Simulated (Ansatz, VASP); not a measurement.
Two plane-wave programs on MgO

```xyz
2
Lattice="0.0000 2.1598 2.0018 2.1598 0.0000 2.0018 2.1598 2.1598 0.0000" Properties=species:S:1:pos:R:3 pbc="T T T"
Mg    0.0000    0.0000    0.0000
O     2.1598    2.1598    2.0018
```

Change from the starting cell: strain +0.025 along x and y, -0.050 along z, atoms carried along.

Alike in both runs: task single point; functional PBEsol; k mesh 10 × 10 × 10; occupations gaussian, width 0.05 eV; no spin polarisation.

|  | VASP | Ansatz |
| --- | --- | --- |
| version | VASP 6.6.1 | Ansatz 0.2.0 |
| potentials or method | VASP PAW PBE potentials, release 64 (Mg, O), cutoff 520 eV | scalar-relativistic, plane waves, PAW |
| valence electrons in the cell | 8 | 16 |

Ansatz gave:

- gap on the k mesh at the Fermi level (eV): 4.54
- least direct gap on the mesh (eV): 4.54
- pressure (GPa): 2.3
- traceless stress, the component that is largest in VASP (GPa): 12.16

Q: Which values does VASP return?

A: gap on the k mesh at the Fermi level (eV): 4.54; least direct gap on the mesh (eV): 4.54; pressure (GPa): 1.8; traceless stress, the component that is largest in VASP (GPa): 12.25.

VASP's potentials were made for PBE, not for PBEsol. VASP's potentials hold 8 valence electrons a cell and Ansatz's 16, so a difference there can come from the potentials and not from the codes.
